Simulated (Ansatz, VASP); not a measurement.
Two plane-wave programs on KNaF2

```xyz
4
Lattice="1.7468 1.0085 5.7845 -1.7468 1.0085 5.7845 0.0000 -2.0170 5.7845" Properties=species:S:1:pos:R:3 pbc="T T T"
Na    1.7468    1.0085    5.7845
K     0.0000    0.0000    8.6767
F     0.0000    0.0000    4.5121
F     0.0000    0.0000   12.8414
```

Alike in both runs: task single point; functional PBE; k mesh 8 × 8 × 8; no spin polarisation.

|  | VASP | Ansatz |
| --- | --- | --- |
| version | VASP 6.6.1 | Ansatz 0.2.0 |
| potentials or method | VASP PAW PBE potentials, release 64 (Na_pv, K_sv, F) | plane waves, PAW |
| plane-wave cutoff (eV) | 520 | 420 |
| occupations | gaussian, width 0.01 eV | fixed |
| valence electrons in the cell | 30 | 32 |

|  | VASP | Ansatz | Ansatz less VASP |
| --- | --- | --- | --- |
| gap on the k mesh at the Fermi level (eV) | 6.24 | 6.26 | +0.017 |
| pressure (GPa) | 2.6 | 2.6 | -0.02 |
| traceless stress, the component that is largest in VASP (GPa) | 0.16 | 0.14 | -0.023 |
| rms of the force components (eV/Å) | 0.037 | 0.029 | -0.0082 |

Atom by atom the forces differ by 0.008 eV/Å (rms over components). VASP's potentials hold 30 valence electrons a cell and Ansatz's 32, so a difference there can come from the potentials and not from the codes.
